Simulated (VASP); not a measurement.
# Mg27O26 (a cell with a defect) in VASP: further runs

The runs below take Mg27O26 (a cell with a defect) through single point, with PBE.

Everything below comes from runs of VASP 6.6.1. Logs are shortened: lines on timing, memory, paths and dates and some standing lists are left out, and cuts for length are marked.

**1. The cell of the first run**

The cell holds a defect, 53 atoms: a = 8.946 Å, b = 8.946 Å, c = 8.946 Å, α = 60.00°, β = 60.00°, γ = 60.00°.

**2. Single point, PBE, collinear spin, zero start**

INCAR reads:

```
PREC = Accurate
ENCUT = 520
EDIFF = 1E-7
ISMEAR = 0
SIGMA = 0.05
LREAL = Auto
LASPH = T
NELM = 150
ALGO = Normal
ISIF = 2
LWAVE = F
LCHARG = F
ISPIN = 2
MAGMOM = 0 0 0 0 0 0 0 0 0 0 0 0 0 0 0 0 0 0 0 0 0 0 0 0 0 0 0 0 0 0 0 0 0 0 0 0 0 0 0 0 0 0 0 0 0 0 0 0 0 0 0 0 0
LORBIT = 11
GGA = PE
NBANDS = 141
LUSENCCL = F
```

KPOINTS reads:

```
Automatic mesh
0
Gamma
  2 2 2
```

POSCAR reads:

```
Mg27O26
1.0
    0.0000000000      6.3255000000      6.3255000000
    6.3255000000      0.0000000000      6.3255000000
    6.3255000000      6.3255000000      0.0000000000
Mg O
27 26
Direct
   -0.0000054821     -0.0002995190      0.0005085354
   -0.0005613817     -0.0008924534      0.3343203194
   -0.0000153275     -0.0003319909      0.6670118074
   -0.0004937963      0.3334247969      0.0000730152
   -0.0004401064      0.3333415438      0.3342497391
   -0.0001784234      0.3330938682      0.6671438401
    0.0000084908      0.6661856625      0.0005141558
   -0.0001613899      0.6662759393      0.3339310695
   -0.0001780707      0.6662773012      0.6671458497
    0.3336985381     -0.0007583074      0.0000530610
    0.3337138894     -0.0007902174      0.3342220198
    0.3334233924     -0.0005008930      0.6671234286
    0.3337519586      0.3334659671      0.0000139323
    0.3332464394      0.3329359347      0.3337562807
    0.3332356770      0.3329334010      0.6672860191
    0.3334220205      0.6663334336      0.0003352141
    0.3332679369      0.6664163345      0.3337578742
    0.3334272268      0.6663071816      0.6671292911
    0.6664867988     -0.0003034126      0.0005079846
    0.6666013110     -0.0005251710      0.3339388704
    0.6665710765     -0.0004951820      0.6671605481
    0.6666334850      0.3331133690      0.0003466447
    0.6667455724      0.3328926599      0.3337852134
    0.6666283366      0.3330943734      0.6671471327
    0.6666318186      0.6663123768      0.0003217994
    0.6666534964      0.6662843741      0.3339129189
    0.6666268421      0.6663056108      0.6671263164
    0.1666399645      0.1662997160      0.5010902540
    0.1666178869      0.1662973557      0.8331864809
    0.1666633838      0.5002502244      0.1671137078
    0.1665281120      0.4996625457      0.5005046555
    0.1666756207      0.5002523227      0.8331637617
    0.1666153336      0.8323014788      0.1671539892
    0.1666369196      0.8323231601      0.5010864608
    0.1667408415      0.8329442839      0.8337504059
    0.5006026142      0.1662954259      0.1671110662
    0.4999907291      0.1661771620      0.5005028866
    0.5006061611      0.1663010952      0.8331641661
    0.5000150301      0.4996337900      0.1670238096
    0.5000148264      0.4996490046      0.5005087888
    0.5000507612      0.4997193585      0.8337158438
    0.5006169037      0.8323192679      0.1671182594
    0.5000425722      0.8328779450      0.5005295058
    0.5000290713      0.8328991455      0.8337371219
    0.8326784962      0.1662338304      0.1671579363
    0.8326627046      0.1662481830      0.5011252122
    0.8332685102      0.1663814766      0.8337694842
    0.8326747375      0.5002226101      0.1671312901
    0.8332427117      0.4996879448      0.5005328048
    0.8332390118      0.4996867840      0.8337303022
    0.8332689371      0.8329125799      0.1672365912
    0.8332023911      0.8328668423      0.5005559820
    0.8332659614      0.8329003213      0.8337742150
```

Potentials or basis: VASP PAW PBE potentials, release 64 (Mg, O).

Launch:

```bash
$ cat potpaw_PBE.64/Mg/POTCAR potpaw_PBE.64/O/POTCAR > POTCAR
$ mpirun -np 1 vasp_std > vasp.out
```

OUTCAR:

```text
PREC = Accurate
   ENCUT = 520
   EDIFF = 1E-7
   ISMEAR = 0
   LREAL = Auto
   LASPH = T
   NELM = 150
   ISIF = 2
   ISPIN = 2
   LORBIT = 11
   GGA = PE

 ion  position               nearest neighbor table
   1  1.000  1.000  0.001-  45 2.11  29 2.11  33 2.11  47 2.11  51 2.11  35 2.11   2 2.98  10 2.98
                             4 2.98   6 2.98  22 2.98  16 2.98  12 2.98  20 2.98   8 2.98   7 2.98
   2  0.999  0.999  0.334-  52 2.10  45 2.11  46 2.11  34 2.11  33 2.11   8 2.98   9 2.98  20 2.98
                            21 2.98   1 2.98  23 2.98   3 2.98  17 2.98   5 2.99  10 2.99  11 2.99
   3  1.000  1.000  0.667-  46 2.11  34 2.11  28 2.11  47 2.11  53 2.11  35 2.11   5 2.98   2 2.98
                            11 2.98  24 2.98  18 2.98   9 2.98  12 2.98   6 2.98  21 2.98   7 2.98
   4  1.000  0.333  0.000-  50 2.10  48 2.11  32 2.11  29 2.11  45 2.11  25 2.98   9 2.98  22 2.98
                             6 2.98   7 2.98  23 2.98  15 2.98   1 2.98   5 2.99  10 2.99  13 2.99
   5  1.000  0.333  0.334-  49 2.10  28 2.11  46 2.11  48 2.11  30 2.11   6 2.98   8 2.98  24 2.98
                            26 2.98   3 2.98  14 2.98  23 2.98   7 2.98  11 2.99   4 2.99  13 2.99
   6  1.000  0.333  0.667-  29 2.11  28 2.11  50 2.11  49 2.11  47 2.11  31 2.11   5 2.98   4 2.98
                             9 2.98  24 2.98  22 2.98   8 2.98  27 2.98   1 2.98  15 2.98  14 2.98
   7  0.000  0.666  0.001-  30 2.11  32 2.11  48 2.11  51 2.11  53 2.11  35 2.11  13 2.98   4 2.98
                             5 2.98  26 2.98   8 2.98  16 2.98  18 2.98  25 2.98   9 2.98   3 2.98
   8  1.000  0.666  0.334-  33 2.11  30 2.11  49 2.11  52 2.11  31 2.11  51 2.11   2 2.98   5 2.98
                            26 2.98   6 2.98  27 2.98   9 2.98  20 2.98  14 2.98   7 2.98  17 2.98
   9  1.000  0.666  0.667-  34 2.11  32 2.11  50 2.11  52 2.11  53 2.11  31 2.11   2 2.98   4 2.98
[... 61 lines left out ...]
  52  0.833  0.833  0.501-   2 2.10  27 2.11   9 2.11   8 2.11  20 2.11  21 2.11
  53  0.833  0.833  0.834-  25 2.11   9 2.11  21 2.11   7 2.11   3 2.11  19 2.11

  LATTYP: Found a face centered cubic cell.
 ALAT       =    12.6510000000

  Lattice vectors:

 A1 = (   0.0000000000,   6.3255000000,   6.3255000000)
 A2 = (   6.3255000000,   0.0000000000,   6.3255000000)
 A3 = (   6.3255000000,   6.3255000000,   0.0000000000)

Analysis of symmetry for initial positions (statically):
=====================================================================
 Subroutine PRICEL returns:
 Original cell was already a primitive cell.

 Routine SETGRP: Setting up the symmetry group for a
 face centered cubic supercell.

 Subroutine GETGRP returns: Found  1 space group operations
 (whereof  1 operations were pure point group operations)
 out of a pool of 48 trial point group operations.

The static configuration has the point symmetry C_1 .

Analysis of symmetry for dynamics (positions and initial velocities):
[... 262 lines left out ...]

 val. band max:        5.6482865188   @ k =   0.5000   0.5000   0.0000
 cond. band min:       8.2675703169   @ k =   0.0000   0.0000   0.0000
 fundamental gap:      2.6192837981
 Fermi energy:         5.9450344711

 spin component 1

 k-point     1 :       0.0000    0.0000    0.0000
  band No.  band energies     occupation
      1     -14.1628      1.00000
      2     -13.2895      1.00000
      3     -13.2893      1.00000
      4     -13.2891      1.00000
      5     -13.2887      1.00000
      6     -13.2887      1.00000
[... 949 lines left out ...]
    116      12.0334      0.00000
    117      12.0335      0.00000
 Fermi energy:         5.9450344711

 spin component 2

 k-point     1 :       0.0000    0.0000    0.0000
  band No.  band energies     occupation
      1     -14.1628      1.00000
      2     -13.2895      1.00000
      3     -13.2893      1.00000
      4     -13.2891      1.00000
      5     -13.2887      1.00000
      6     -13.2887      1.00000
[... 949 lines left out ...]
    116      12.0334      0.00000
    117      12.0335      0.00000
 [bands above 117 left out]

------------------------ aborting loop because EDIFF is reached ----------------------------------------

  FORCE on cell =-STRESS in cart. coord.  units (eV):
  Direction    XX          YY          ZZ          XY          YZ          ZX
  --------------------------------------------------------------------------------------
  -------------------------------------------------------------------------------------
  Total       12.3819417     12.3842431     12.3913665     -0.0030883      0.0000873     -0.0003325
  in kB       39.1908569     39.1981415     39.2206882     -0.0097751      0.0002763     -0.0010525
  external PRESSURE =      39.2032289 kB  Pullay stress =       0.0000000 kB

 VOLUME and BASIS-vectors are now :
 -----------------------------------------------------------------------------
  energy-cutoff  :      520.00
  volume of cell :      506.19
      direct lattice vectors                 reciprocal lattice vectors
     0.000000000  6.325500000  6.325500000    -0.079045135  0.079045135  0.079045135
     6.325500000  0.000000000  6.325500000     0.079045135 -0.079045135  0.079045135
     6.325500000  6.325500000  0.000000000     0.079045135  0.079045135 -0.079045135

 POSITION                                       TOTAL-FORCE (eV/Angst)
 -----------------------------------------------------------------------------------
      6.32682      6.32868     12.64907        -0.001985      0.000523     -0.003963
      8.43460      8.43669     12.64180        -0.000321      0.001201     -0.018387
     10.54258     10.54459     12.64880         0.000410      0.001946     -0.001871
      2.10954      6.32284      8.43146        -0.002938     -0.023825     -0.000375
      4.22285      8.43701      8.43127         0.024243     -0.001988      0.001096
      6.32700     10.54439      8.43136         0.001484     -0.001428      0.000915
[... 45 lines left out ...]
      8.43457      8.43669     10.53872         0.000540      0.000540     -0.001366
     10.54255     10.54486     10.53933         0.000190     -0.001270      0.000364
 -----------------------------------------------------------------------------------
    total drift:                                0.000437     -0.003927     -0.004247

  FREE ENERGIE OF THE ION-ELECTRON SYSTEM (eV)
  ---------------------------------------------------
  free  energy   TOTEN  =      -309.8070946040 eV

  energy  without entropy=     -309.8070946040  energy(sigma->0) =     -309.80709460

 total charge

# of ion       s       p       d       tot
------------------------------------------
    1        0.148   0.178   0.078   0.404
    2        0.156   0.175   0.070   0.401
    3        0.148   0.178   0.078   0.404
    4        0.156   0.174   0.070   0.401
    5        0.156   0.174   0.070   0.401
    6        0.149   0.179   0.079   0.406
[... 45 lines left out ...]
   52        1.542   3.560   0.000   5.102
   53        1.542   3.559   0.000   5.101
--------------------------------------------------
tot         44.173  97.260   2.074 143.508

 magnetization (x)

# of ion       s       p       d       tot
------------------------------------------
    1       -0.000  -0.000   0.000  -0.000
    2        0.000   0.000  -0.000   0.000
    3       -0.000  -0.000  -0.000  -0.000
    4        0.000  -0.000  -0.000  -0.000
    5       -0.000  -0.000  -0.000  -0.000
    6        0.000   0.000   0.000   0.000
[... 45 lines left out ...]
   52        0.000  -0.000   0.000   0.000
   53        0.000  -0.000   0.000  -0.000
--------------------------------------------------
tot          0.000  -0.000   0.000  -0.000
```

Wall time 8.9 min (1 × NVIDIA H100 80GB with 1 thread of AMD EPYC 7R13 (Zen 3), shared host); peak memory 2.1 GiB.

What came out:

| Item | Value |
| --- | --- |
| Free energy | -309.8071 eV |
| Pressure | 3.9 GPa |
| Largest force | 0.026 eV/Å |
| Band gap on the k mesh | 2.62 eV |
| Net moment | 0.00 μB per cell |
| Valence electrons inside the program's atomic spheres | Mg 0.40, 0.41 (each value once); O 5.10 |

Forces on the atoms (eV/Å):
```
Mg  -0.002  0.001 -0.004
Mg   0.000  0.001 -0.018
Mg   0.000  0.002 -0.002
Mg  -0.003 -0.024  0.000
Mg   0.024 -0.002  0.001
Mg   0.001 -0.001  0.001
Mg  -0.001 -0.001  0.000
Mg   0.002  0.001 -0.003
Mg   0.001 -0.002  0.000
Mg  -0.026  0.001 -0.001
Mg  -0.001  0.024  0.000
Mg  -0.001  0.003  0.000
Mg  -0.002  0.000  0.021
Mg   0.000  0.002  0.001
Mg  -0.003 -0.001  0.003
Mg  -0.004  0.001  0.001
Mg  -0.001  0.003 -0.002
Mg  -0.002  0.002  0.002
Mg  -0.003  0.002  0.000
Mg   0.001  0.002 -0.001
Mg  -0.003  0.002  0.000
Mg  -0.001 -0.002  0.000
Mg   0.003 -0.001 -0.001
Mg   0.001 -0.002  0.002
Mg  -0.002 -0.002  0.000
Mg   0.002  0.002 -0.002
Mg   0.000  0.001  0.000
O   -0.007 -0.006  0.000
O    0.005  0.005  0.003
O   -0.003  0.001 -0.007
O    0.000  0.001  0.001
O    0.000  0.002 -0.004
O    0.004  0.002  0.005
O   -0.002 -0.002  0.004
O   -0.001  0.001 -0.001
O    0.004 -0.005 -0.006
O    0.002  0.000  0.001
O    0.006 -0.002 -0.004
O    0.005  0.002  0.001
O   -0.001 -0.005  0.003
O   -0.001  0.000  0.002
O    0.006 -0.002 -0.005
O   -0.002  0.000 -0.002
O   -0.001  0.000  0.001
O    0.004  0.002  0.006
O   -0.002 -0.003  0.006
O    0.001 -0.004  0.001
O    0.001  0.006 -0.003
O    0.000 -0.002 -0.001
O    0.002 -0.002  0.001
O    0.001  0.001 -0.001
O    0.001  0.001 -0.001
O    0.000 -0.001  0.000
```

Levels at points of the mesh, in eV from the valence-band top:
Spin up:
```tsv
k point	band 102	band 103	band 104	band 105	band 106	band 107	band 108	band 109
(0.00, 0.00, 0.00)	-2.65	-2.65	-2.65	-0.56	2.62	4.26	4.26	4.26
(0.50, 0.00, 0.00)	-2.86	-2.77	-2.77	-0.12	3.07	4.00	4.25	4.25
(0.00, 0.50, 0.00)	-2.86	-2.77	-2.77	-0.12	3.07	4.00	4.25	4.25
(0.00, 0.00, 0.50)	-2.86	-2.77	-2.77	-0.12	3.07	4.00	4.25	4.25
(0.50, 0.50, 0.50)	-2.86	-2.77	-2.77	-0.12	3.07	4.00	4.25	4.25
(0.50, 0.50, 0.00)	-2.95	-2.92	-2.92	0.00	3.32	3.99	3.99	4.29
(0.00, 0.50, 0.50)	-2.95	-2.92	-2.92	0.00	3.32	3.99	3.99	4.29
(0.50, 0.00, 0.50)	-2.95	-2.92	-2.92	0.00	3.32	3.99	3.99	4.29
```
Spin down:
```tsv
k point	band 102	band 103	band 104	band 105	band 106	band 107	band 108	band 109
(0.00, 0.00, 0.00)	-2.65	-2.65	-2.65	-0.56	2.62	4.26	4.26	4.26
(0.50, 0.00, 0.00)	-2.86	-2.77	-2.77	-0.12	3.07	4.00	4.25	4.25
(0.00, 0.50, 0.00)	-2.86	-2.77	-2.77	-0.12	3.07	4.00	4.25	4.25
(0.00, 0.00, 0.50)	-2.86	-2.77	-2.77	-0.12	3.07	4.00	4.25	4.25
(0.50, 0.50, 0.50)	-2.86	-2.77	-2.77	-0.12	3.07	4.00	4.25	4.25
(0.50, 0.50, 0.00)	-2.95	-2.92	-2.92	0.00	3.32	3.99	3.99	4.29
(0.00, 0.50, 0.50)	-2.95	-2.92	-2.92	0.00	3.32	3.99	3.99	4.29
(0.50, 0.00, 0.50)	-2.95	-2.92	-2.92	0.00	3.32	3.99	3.99	4.29
```

Caveat: the k points lie up to 0.43 Å⁻¹ apart.

**3. Single point, PBE, collinear spin**

INCAR reads:

```
SYSTEM = Mg27O26
PREC = Accurate
ENCUT = 520
EDIFF = 1E-6
ISMEAR = 0
SIGMA = 0.05
LREAL = Auto
LASPH = .True.
NELM = 150
ALGO = Normal
ISIF = 2
LWAVE = .False.
LCHARG = .False.
ISPIN = 2
MAGMOM = 0 0.5 0 0.5 0.5 0 0 0 0 0.5 0.5 0 0.5 0 0 0 0 0 0 0 0 0 0 0 0 0 0 0 0 0 0 0 0 0 0 0 0 0 0 0 0 0 0 0 0 0 0 0 0 0 0 0 0
LORBIT = 11
GGA = PE
NBANDS = 141
LUSENCCL = .False.
```

KPOINTS reads:

```
Automatic mesh
0
Gamma
  2 2 2
  0 0 0
```

POSCAR is that of step 2.

Potentials or basis: VASP PAW PBE potentials, release 64 (Mg, O).

Launch:

```bash
$ cat potpaw_PBE.64/Mg/POTCAR potpaw_PBE.64/O/POTCAR > POTCAR
$ mpirun -np 1 vasp_std > vasp.out
```

Run time: 7.7 min. Hardware: 1 × NVIDIA H100 80GB with 1 thread of AMD EPYC 7R13 (Zen 3), shared host; peak memory 2.1 GiB.

The run converged. Its results:

| Item | Value |
| --- | --- |
| Free energy | -309.8071 eV |
| Pressure | 3.9 GPa |
| Largest force | 0.026 eV/Å |
| Band gap on the k mesh | 2.62 eV |
| Net moment | 0.00 μB per cell |
| Valence electrons inside the program's atomic spheres | Mg 0.40, 0.41 (each value once); O 5.10 |

Forces on the atoms (eV/Å):
```
Mg  -0.002  0.000 -0.004
Mg   0.000  0.001 -0.018
Mg   0.000  0.002 -0.002
Mg  -0.003 -0.024  0.000
Mg   0.024 -0.002  0.001
Mg   0.002 -0.001  0.001
Mg   0.000 -0.001  0.000
Mg   0.002  0.001 -0.003
Mg   0.001 -0.002  0.000
Mg  -0.026  0.001 -0.001
Mg  -0.001  0.024  0.000
Mg  -0.001  0.003  0.000
Mg  -0.002  0.000  0.020
Mg   0.000  0.002  0.002
Mg  -0.003 -0.001  0.003
Mg  -0.004  0.001  0.001
Mg  -0.001  0.003 -0.002
Mg  -0.002  0.002  0.002
Mg  -0.003  0.002  0.000
Mg   0.001  0.002 -0.001
Mg  -0.004  0.002  0.000
Mg  -0.001 -0.002  0.000
Mg   0.003 -0.001 -0.001
Mg   0.001 -0.002  0.002
Mg  -0.003 -0.002  0.000
Mg   0.002  0.002 -0.002
Mg   0.000  0.001  0.000
O   -0.007 -0.006  0.000
O    0.005  0.005  0.003
O   -0.003  0.001 -0.007
O    0.000  0.001  0.001
O    0.000  0.002 -0.004
O    0.004  0.002  0.005
O   -0.002 -0.002  0.004
O   -0.001  0.001 -0.001
O    0.004 -0.005 -0.006
O    0.002  0.000  0.001
O    0.006 -0.002 -0.004
O    0.005  0.002  0.001
O   -0.001 -0.005  0.003
O   -0.001  0.000  0.002
O    0.006 -0.002 -0.005
O   -0.002  0.000 -0.002
O   -0.001  0.000  0.001
O    0.004  0.002  0.006
O   -0.002 -0.003  0.006
O    0.001 -0.004  0.001
O    0.001  0.006 -0.003
O    0.000 -0.002 -0.001
O    0.002 -0.002  0.001
O    0.001  0.001 -0.001
O    0.001  0.001 -0.001
O    0.000 -0.001  0.000
```

Levels at points of the mesh, in eV from the valence-band top:
Spin up:
```
           k point  band 103  band 104  band 105  band 106  band 107  band 108
(0.00, 0.00, 0.00)     -2.65     -2.65     -0.56      2.62      4.26      4.26
(0.50, 0.00, 0.00)     -2.77     -2.77     -0.12      3.07      4.00      4.25
(0.00, 0.50, 0.00)     -2.77     -2.77     -0.12      3.07      4.00      4.25
(0.00, 0.00, 0.50)     -2.77     -2.77     -0.12      3.07      4.00      4.25
(0.50, 0.50, 0.50)     -2.77     -2.77     -0.12      3.07      4.00      4.25
(0.50, 0.50, 0.00)     -2.92     -2.92      0.00      3.32      3.99      3.99
(0.00, 0.50, 0.50)     -2.92     -2.92      0.00      3.32      3.99      3.99
(0.50, 0.00, 0.50)     -2.92     -2.92      0.00      3.32      3.99      3.99
```
Spin down:
```tsv
k point	band 103	band 104	band 105	band 106	band 107	band 108
(0.00, 0.00, 0.00)	-2.65	-2.65	-0.56	2.62	4.26	4.26
(0.50, 0.00, 0.00)	-2.77	-2.77	-0.12	3.07	4.00	4.25
(0.00, 0.50, 0.00)	-2.77	-2.77	-0.12	3.07	4.00	4.25
(0.00, 0.00, 0.50)	-2.77	-2.77	-0.12	3.07	4.00	4.25
(0.50, 0.50, 0.50)	-2.77	-2.77	-0.12	3.07	4.00	4.25
(0.50, 0.50, 0.00)	-2.92	-2.92	0.00	3.32	3.99	3.99
(0.00, 0.50, 0.50)	-2.92	-2.92	0.00	3.32	3.99	3.99
(0.50, 0.00, 0.50)	-2.92	-2.92	0.00	3.32	3.99	3.99
```

Caveat: the k points lie up to 0.43 Å⁻¹ apart.

(Continued in part 2 of 2.)
